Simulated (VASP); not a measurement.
# HfSiO4 (I4_1/amd) in VASP: further runs

HfSiO4 is run at these levels: PBE; tasks: single point.

All numbers are computed with VASP 6.6.1; they aren't measurements. Logs are shortened: lines on timing, memory, paths and dates and some standing lists are left out, and cuts for length are marked.

### 1 The cell of the first run

The structure is tetragonal, space group I4_1/amd (No. 141). Conventional cell: a = 6.572 Å, b = 6.572 Å, c = 5.963 Å, α = 90.00°, β = 90.00°, γ = 90.00°. Within 2.8 Å of Hf (site symmetry -4m2) lie 8 O at 2.11 to 2.26 Å. Si (site symmetry -4m2) has 4 O at 1.62 Å within 2.2 Å. O (site symmetry m) has 1 Si at 1.62 Å and 2 Hf at 2.11 to 2.26 Å within 2.3 Å.

### 2 Single point, PBE

Contents of INCAR:

```
SYSTEM = HfSiO4
  PREC = Accurate
  ENCUT = 520
  EDIFF = 1E-6
  ISMEAR = 0
  SIGMA = 0.1
  LREAL = .FALSE.
  LASPH = .TRUE.
  NELM = 80
  ALGO = Normal
  ISIF = 2
  LWAVE = .FALSE.
  LCHARG = .TRUE.
  GGA = PE
  LELF = .TRUE.
  LVHAR = .TRUE.
  NBANDS = 50
```

Contents of KPOINTS:

```
Automatic mesh
0
G
  4 4 4
  0 0 0
```

Contents of POSCAR:

```
HfSiO4
1.0
   -3.2862500000      3.2862500000      2.9816000000
    3.2862500000     -3.2862500000      2.9816000000
    3.2862500000      3.2862500000     -2.9816000000
Hf Si O
2 2 8
Direct
    0.7500000000      0.2500000000      0.5000000000
    0.0000000000      0.0000000000      0.0000000000
    0.2500000000      0.7500000000      0.5000000000
    0.5000000000      0.5000000000      0.0000000000
    0.1353000000      0.3198000000      0.8155000000
    0.0698000000      0.7543000000      0.6845000000
    0.5043000000      0.3198000000      0.1845000000
    0.0698000000      0.3853000000      0.3155000000
    0.6147000000      0.9302000000      0.6845000000
    0.6802000000      0.8647000000      0.1845000000
    0.2457000000      0.9302000000      0.3155000000
    0.6802000000      0.4957000000      0.8155000000
```

Potentials or basis: VASP PAW PBE potentials, release 64 (Hf_pv, Si, O).

Launch:

```console
$ cat potpaw_PBE.64/Hf_pv/POTCAR potpaw_PBE.64/Si/POTCAR potpaw_PBE.64/O/POTCAR > POTCAR
$ mpirun -np 1 vasp_std > vasp.out
```

OUTCAR:

```text
SYSTEM = HfSiO4
   PREC = Accurate
   ENCUT = 520
   EDIFF = 1E-6
   ISMEAR = 0
   LREAL = .FALSE.
   LASPH = .TRUE.
   NELM = 80
   ISIF = 2
   GGA = PE

 ion  position               nearest neighbor table
   1  0.750  0.250  0.500-   5 2.11   7 2.11  10 2.11  12 2.11   9 2.26   6 2.26   8 2.26  11 2.26
                             3 2.98   3 2.98   2 3.61   2 3.61   2 3.61   2 3.61
   2  0.000  0.000  0.000-   6 2.11   8 2.11   9 2.11  11 2.11   7 2.26  10 2.26   5 2.26  12 2.26
                             4 2.98   4 2.98   1 3.61   1 3.61   1 3.61   1 3.61
   3  0.250  0.750  0.500-   6 1.62   8 1.62   9 1.62  11 1.62   1 2.98   1 2.98
   4  0.500  0.500  0.000-   5 1.62   7 1.62  10 1.62  12 1.62   2 2.98   2 2.98
   5  0.135  0.320  0.816-   4 1.62   1 2.11   2 2.26
   6  0.070  0.754  0.684-   3 1.62   2 2.11   1 2.26
   7  0.504  0.320  0.184-   4 1.62   1 2.11   2 2.26
   8  0.070  0.385  0.316-   3 1.62   2 2.11   1 2.26
   9  0.615  0.930  0.684-   3 1.62   2 2.11   1 2.26
  10  0.680  0.865  0.184-   4 1.62   1 2.11   2 2.26
  11  0.246  0.930  0.316-   3 1.62   2 2.11   1 2.26
  12  0.680  0.496  0.816-   4 1.62   1 2.11   2 2.26

  LATTYP: Found a body centered tetragonal cell.
 ALAT       =     6.5725000000
 C/A-ratio  =     0.9072955496

  Lattice vectors:

 A1 = (  -3.2862500000,   3.2862500000,   2.9816000000)
 A2 = (   3.2862500000,  -3.2862500000,   2.9816000000)
 A3 = (   3.2862500000,   3.2862500000,  -2.9816000000)

Analysis of symmetry for initial positions (statically):
=====================================================================
 Subroutine PRICEL returns:
 Original cell was already a primitive cell.

 Routine SETGRP: Setting up the symmetry group for a
 body centered tetragonal supercell.

 Subroutine GETGRP returns: Found 16 space group operations
 (whereof  8 operations were pure point group operations)
 out of a pool of 16 trial point group operations.

The static configuration has the point symmetry D_2d.
 The point group associated with its full space group is D_4h.

Analysis of symmetry for dynamics (positions and initial velocities):
=====================================================================
 Subroutine PRICEL returns:
 Original cell was already a primitive cell.

 Routine SETGRP: Setting up the symmetry group for a
 body centered tetragonal supercell.

 Subroutine GETGRP returns: Found 16 space group operations
 (whereof  8 operations were pure point group operations)
 out of a pool of 16 trial point group operations.

[... 121 lines left out ...]
   NUPDOWN=      -1.0000    fix difference up-down
   EMIN   =  10.00;   EMAX   =-10.00  energy-range for DOS
   EFERMI =   0.00;   METHOD = LEGACY
   ISMEAR =     0;   SIGMA  =   0.10  broadening in eV -4-tet -1-fermi 0-gaus
   EFERMI_NEDOS =   21; number of points for ismear=-14 and -15
   IALGO  =     38    algorithm
   IMIX   =      4    mixing-type and parameters
     AMIX     =   0.40;   BMIX     =  1.00
     AMIX_MAG =   1.60;   BMIX_MAG =  1.00
  volume/ion in A,a.u.               =      10.73        72.43
  Fermi-wavevector in a.u.,A,eV,Ry     =   1.373122  2.594825 25.653301  1.885464
  Thomas-Fermi vector in A             =   2.498668
   LORBIT       =      0    0 simple, 1 ext, 2 COOP (PROOUT), +10 PAW based schemes
   GGA     = PE    functional components
   LHFCALC =     F    Hartree Fock is set to
   AEXX    =    0.0000 exact exchange contribution
   IVDW    =     0    specifies the selected vdW correction
   LEPSILON=     F    determine dielectric tensor
   LRPA    =     F    only Hartree local field effects (RPA)
 non-spin polarized calculation
 Gauss-broadening in eV      SIGMA  =   0.10
  energy-cutoff  :      520.00
  volume of cell :      128.80
 maximum number of plane-waves:      3488
 NGX is ok and might be reduce to    42
   NGX = 21   NGY = 21   NGZ = 21

 number of electron      76.0000001 magnetization

 Free energy of the ion-electron system (eV)
  ---------------------------------------------------
  ext. energy  EPLUGINS =         0.00000000
  ---------------------------------------------------
  free energy    TOTEN  =      -108.59745672 eV

  energy without entropy =     -108.59745672  energy(sigma->0) =     -108.59745672

 E-fermi :   3.7614     XC(G=0): -11.0933

 val. band max:        3.3100896723   @ k =   0.0000   0.0000   0.0000
 cond. band min:       8.7235292893   @ k =   0.2500   0.2500   0.2500
 fundamental gap:      5.4134396169
 Fermi energy:         3.7614220770

 k-point     1 :       0.0000    0.0000    0.0000
  band No.  band energies     occupation
      1     -26.0214      2.00000
      2     -26.0214      2.00000
      3     -25.9506      2.00000
      4     -25.9386      2.00000
      5     -25.8433      2.00000
      6     -25.8433      2.00000
[... 678 lines left out ...]
     49      12.9699      0.00000
     50      12.9699      0.00000

------------------------ aborting loop because EDIFF is reached ----------------------------------------

  FORCE on cell =-STRESS in cart. coord.  units (eV):
  Direction    XX          YY          ZZ          XY          YZ          ZX
  --------------------------------------------------------------------------------------
  -------------------------------------------------------------------------------------
  Total        4.3595639      4.3595639      5.2896414      0.0000000      0.0000000      0.0000000
  in kB       54.2304315     54.2304315     65.8000531      0.0000000      0.0000000      0.0000000
  external PRESSURE =      58.0869721 kB  Pullay stress =       0.0000000 kB

 VOLUME and BASIS-vectors are now :
 -----------------------------------------------------------------------------
  energy-cutoff  :      520.00
  volume of cell :      128.80
      direct lattice vectors                 reciprocal lattice vectors
    -3.286250000  3.286250000  2.981600000     0.000000000  0.152149106  0.167695197
     3.286250000 -3.286250000  2.981600000     0.152149106  0.000000000  0.167695197
     3.286250000  3.286250000 -2.981600000     0.152149106  0.152149106  0.000000000

 POSITION                                       TOTAL-FORCE (eV/Angst)
 -----------------------------------------------------------------------------------
     -0.00000      3.28625      1.49080         0.000000     -0.000000      0.000000
      0.00000      0.00000      0.00000         0.000000     -0.000000      0.000000
      3.28625     -0.00000      1.49080         0.000000     -0.000000      0.000000
      0.00000      0.00000      2.98160         0.000000     -0.000000      0.000000
      3.28625      2.07362     -1.07457         0.000000     -0.410018     -0.336135
      4.49888      0.00000      0.41623         0.410018     -0.000000     -0.336135
      0.00000      1.21263      1.90703         0.000000      0.410018     -0.336135
      2.07362      0.00000      0.41623        -0.410018     -0.000000     -0.336135
      3.28625      1.21263      2.56537         0.000000      0.410018      0.336135
      1.21263     -0.00000      4.05617         0.410018     -0.000000      0.336135
      3.28625     -1.21263      2.56537         0.000000     -0.410018      0.336135
      2.07362      3.28625      1.07457        -0.410018     -0.000000      0.336135
 -----------------------------------------------------------------------------------
    total drift:                               -0.000000     -0.000000      0.000000

  FREE ENERGIE OF THE ION-ELECTRON SYSTEM (eV)
  ---------------------------------------------------
  free  energy   TOTEN  =      -108.5974567216 eV

  energy  without entropy=     -108.5974567216  energy(sigma->0) =     -108.59745672
```

stdout:

```text
POSCAR found type information on POSCAR HfSiO
 POSCAR found :  3 types and      12 ions
 scaLAPACK will be used
 LDA part: xc-table for (Slater+PW92), standard interpolation
 POSCAR, INCAR and KPOINTS ok, starting setup
 FFT: planning ... GRIDC
 FFT: planning ... GRID_SOFT
 FFT: planning ... GRID
 WAVECAR not read
 entering main loop
```

Wall time 3.5 min (1 thread of Intel Xeon 8259CL, shared host); peak memory 0.29 GiB.

Results:

- Free energy: -108.5975 eV
- Pressure: 5.8 GPa
- Largest force: 0.530 eV/Å
- Band gap on the k mesh: 5.41 eV (least direct gap 5.79 eV)

Forces in eV/Å, atoms in the order of the input:
```
Hf   0.000  0.000  0.000
Hf   0.000  0.000  0.000
Si   0.000  0.000  0.000
Si   0.000  0.000  0.000
O    0.000 -0.410 -0.336
O    0.410  0.000 -0.336
O    0.000  0.410 -0.336
O   -0.410  0.000 -0.336
O    0.000  0.410  0.336
O    0.410  0.000  0.336
O    0.000 -0.410  0.336
O   -0.410  0.000  0.336
```

Caveat: the cell stands under pressure; spin-orbit coupling is left out, which moves the levels of the heavy elements. A k mesh can miss the band edges.

[end of part 1 of 2]
